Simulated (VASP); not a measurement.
# InSb (I-4m2) in VASP: further runs, part 2 of 2

VASP 6.6.1. Earlier steps stand in the parts before.

**3. Single point, PBEsol (strain -0.0300 x Voigt [0, 0, 1, 0, 0, 0])**

File INCAR:

```
PREC = Accurate
ENCUT = 520
EDIFF = 1E-6
ISMEAR = 0
SIGMA = 0.15
LREAL = F
LASPH = T
NELM = 80
ALGO = Normal
ISIF = 2
LWAVE = F
LCHARG = F
GGA = PS
NBANDS = 16
```

File KPOINTS:

```
Automatic mesh
0
Gamma
  12 12 12
```

File POSCAR:

```
InSb
1.0
    0.0000000000      3.2391000000      3.1419270000
    3.2391000000      0.0000000000      3.1419270000
    3.2391000000      3.2391000000      0.0000000000
In Sb
1 1
Direct
    0.0000000000      0.0000000000      0.0000000000
    0.7500000000      0.7500000000      0.7500000000
```

Potentials or basis: VASP PAW PBE potentials, release 64 (In_d, Sb).

Run with:

```bash
$ cat potpaw_PBE.64/In_d/POTCAR potpaw_PBE.64/Sb/POTCAR > POTCAR
$ mpirun -np 1 vasp_std > vasp.out
```

OUTCAR:

```text
PREC = Accurate
   ENCUT = 520
   EDIFF = 1E-6
   ISMEAR = 0
   LREAL = F
   LASPH = T
   NELM = 80
   ISIF = 2
   GGA = PS

 ion  position               nearest neighbor table
   1  0.000  0.000  0.000-   2 2.78   2 2.78   2 2.78   2 2.78
   2  0.750  0.750  0.750-   1 2.78   1 2.78   1 2.78   1 2.78

  LATTYP: Found a body centered tetragonal cell.
 ALAT       =     4.5807791499
 C/A-ratio  =     1.3717871555

  Lattice vectors:

 A1 = (   0.0000000000,  -3.2391000000,  -3.1419270000)
 A2 = (   0.0000000000,   3.2391000000,  -3.1419270000)
 A3 = (   3.2391000000,   0.0000000000,   3.1419270000)

Analysis of symmetry for initial positions (statically):
=====================================================================
 Subroutine PRICEL returns:
 Original cell was already a primitive cell.

 Routine SETGRP: Setting up the symmetry group for a
 body centered tetragonal supercell.

 Subroutine GETGRP returns: Found  8 space group operations
 (whereof  8 operations were pure point group operations)
 out of a pool of 16 trial point group operations.

The static configuration has the point symmetry D_2d.

Analysis of symmetry for dynamics (positions and initial velocities):
=====================================================================
 Subroutine PRICEL returns:
 Original cell was already a primitive cell.

 Routine SETGRP: Setting up the symmetry group for a
 body centered tetragonal supercell.

 Subroutine GETGRP returns: Found  8 space group operations
 (whereof  8 operations were pure point group operations)
 out of a pool of 16 trial point group operations.

The dynamic configuration has the point symmetry D_2d.

 Subroutine INISYM returns: Found  8 space group operations
 (whereof  8 operations are pure point group operations),
 and found     1 'primitive' translations

[... 111 lines left out ...]
   IALGO  =     38    algorithm
   IMIX   =      4    mixing-type and parameters
     AMIX     =   0.40;   BMIX     =  1.00
     AMIX_MAG =   1.60;   BMIX_MAG =  1.00
  volume/ion in A,a.u.               =      32.96       222.45
  Fermi-wavevector in a.u.,A,eV,Ry     =   1.062040  2.006964 15.346395  1.127928
  Thomas-Fermi vector in A             =   2.197477
   LORBIT       =      0    0 simple, 1 ext, 2 COOP (PROOUT), +10 PAW based schemes
   GGA     = PS    functional components
   LHFCALC =     F    Hartree Fock is set to
   AEXX    =    0.0000 exact exchange contribution
   IVDW    =     0    specifies the selected vdW correction
   LEPSILON=     F    determine dielectric tensor
   LRPA    =     F    only Hartree local field effects (RPA)
 non-spin polarized calculation
 Gauss-broadening in eV      SIGMA  =   0.15
  energy-cutoff  :      520.00
  volume of cell :       65.93
 maximum number of plane-waves:      1801
 NGX is ok and might be reduce to    36
   NGX = 17   NGY = 17   NGZ = 17

 number of electron      17.9999998 magnetization

 Free energy of the ion-electron system (eV)
  ---------------------------------------------------
  ext. energy  EPLUGINS =         0.00000000
  ---------------------------------------------------
  free energy    TOTEN  =        -7.67302612 eV

  energy without entropy =       -7.67280465  energy(sigma->0) =       -7.67291539

 E-fermi :   5.4260     XC(G=0):  -9.0024

 val. band max:        5.3928864189   @ k =   0.0000   0.0000   0.0000
 cond. band min:       5.8080305621   @ k =   0.5000   0.0000   0.0000
 fundamental gap:      0.4151441431
 Fermi energy:         5.4260431106

 k-point     1 :       0.0000    0.0000    0.0000
  band No.  band energies     occupation
      1      -9.3203      2.00000
      2      -9.3203      2.00000
      3      -9.3145      2.00000
      4      -9.2245      2.00000
      5      -9.2214      2.00000
      6      -5.6556      2.00000
[... 433 lines left out ...]
      3      -9.2911      2.00000
      4      -9.2281      2.00000
      5      -9.2186      2.00000
      6      -4.0348      2.00000
[... 8 lines left out ...]
     15      13.5929      0.00000
     16      13.9365      0.00000

 [... further k-points ...]

------------------------ aborting loop because EDIFF is reached ----------------------------------------

  FORCE on cell =-STRESS in cart. coord.  units (eV):
  Direction    XX          YY          ZZ          XY          YZ          ZX
  --------------------------------------------------------------------------------------
  -------------------------------------------------------------------------------------
  Total        0.8739123      0.8739123      1.1891378      0.0000000     -0.0000000      0.0000000
  in kB       21.2375111     21.2375111     28.8980128      0.0000000     -0.0000000      0.0000000
  external PRESSURE =      23.7910117 kB  Pullay stress =       0.0000000 kB

 VOLUME and BASIS-vectors are now :
 -----------------------------------------------------------------------------
  energy-cutoff  :      520.00
  volume of cell :       65.93
      direct lattice vectors                 reciprocal lattice vectors
     0.000000000  3.239100000  3.141927000    -0.154363867  0.154363867  0.159138007
     3.239100000  0.000000000  3.141927000     0.154363867 -0.154363867  0.159138007
     3.239100000  3.239100000  0.000000000     0.154363867  0.154363867 -0.159138007

 POSITION                                       TOTAL-FORCE (eV/Angst)
 -----------------------------------------------------------------------------------
      0.00000      0.00000      0.00000        -0.000000     -0.000000     -0.000000
      4.85865      4.85865      4.71289         0.000000      0.000000      0.000000
 -----------------------------------------------------------------------------------
    total drift:                                0.000000      0.000000      0.000000

  FREE ENERGIE OF THE ION-ELECTRON SYSTEM (eV)
  ---------------------------------------------------
  free  energy   TOTEN  =        -7.6730261175 eV

  energy  without entropy=       -7.6728046541  energy(sigma->0) =       -7.67291539
```

OSZICAR:

```text
N       E                     dE             d eps       ncg     rms          rms(c)
DAV:   1     0.113258949158E+03    0.11326E+03   -0.79069E+03  5224   0.113E+03
DAV:   2    -0.509736652127E+00   -0.11377E+03   -0.10997E+03  5888   0.285E+02
DAV:   3    -0.761308333022E+01   -0.71033E+01   -0.70804E+01  6760   0.727E+01
DAV:   4    -0.781462256838E+01   -0.20154E+00   -0.20150E+00  6576   0.139E+01
DAV:   5    -0.782613158134E+01   -0.11509E-01   -0.11509E-01  7960   0.272E+00    0.427E+00
DAV:   6    -0.769906858101E+01    0.12706E+00   -0.17818E-01  7544   0.714E+00    0.242E+00
DAV:   7    -0.767348717833E+01    0.25581E-01   -0.72303E-02  7192   0.284E+00    0.632E-01
DAV:   8    -0.767263905139E+01    0.84813E-03   -0.81248E-03  6864   0.106E+00    0.286E-01
DAV:   9    -0.767303480665E+01   -0.39576E-03   -0.88272E-04  6424   0.253E-01    0.862E-02
DAV:  10    -0.767300689857E+01    0.27908E-04   -0.51029E-05  6664   0.482E-02    0.377E-02
DAV:  11    -0.767302541392E+01   -0.18515E-04   -0.32590E-05  6240   0.462E-02    0.232E-02
DAV:  12    -0.767302611748E+01   -0.70355E-06   -0.11078E-06  5232   0.789E-03
   1 F= -.76730261E+01 E0= -.76729154E+01  d E =-.221463E-03
```

stdout:

```text
POSCAR found type information on POSCAR InSb
 POSCAR found :  2 types and       2 ions
 scaLAPACK will be used
 -----------------------------------------------------------------------------
|                                                                             |
|                                                                             |
|     You enforced a specific xc type in the INCAR file but a different       |
|     I HOPE YOU KNOW WHAT YOU ARE DOING!                                     |
|                                                                             |
 -----------------------------------------------------------------------------

 LDA part: xc-table for (Slater+PW92), standard interpolation
 POSCAR, INCAR and KPOINTS ok, starting setup
 FFT: planning ... GRIDC
 FFT: planning ... GRID_SOFT
 FFT: planning ... GRID
 WAVECAR not read
 entering main loop
```

Run time: 3.9 min. Hardware: 1 thread of Intel Xeon 8259CL, shared host; peak memory 0.34 GiB.

What came out:

| Item | Value |
| --- | --- |
| Free energy | -7.6730 eV |
| Pressure | 2.4 GPa |
| Band gap on the k mesh | 0.15 eV |

Caveat: the cell differs from its parent crystal (strain -0.0300 x Voigt [0, 0, 1, 0, 0, 0]); the smearing spreads over this small gap; semilocal functionals underestimate gaps, and a narrow one can read as zero; the PAW data sets were made with another functional, which shifts forces and pressure a little; spin-orbit coupling is left out, which moves the levels of the heavy elements.

The gap in the log of VASP goes by the Fermi energy; the results here count the filled bands.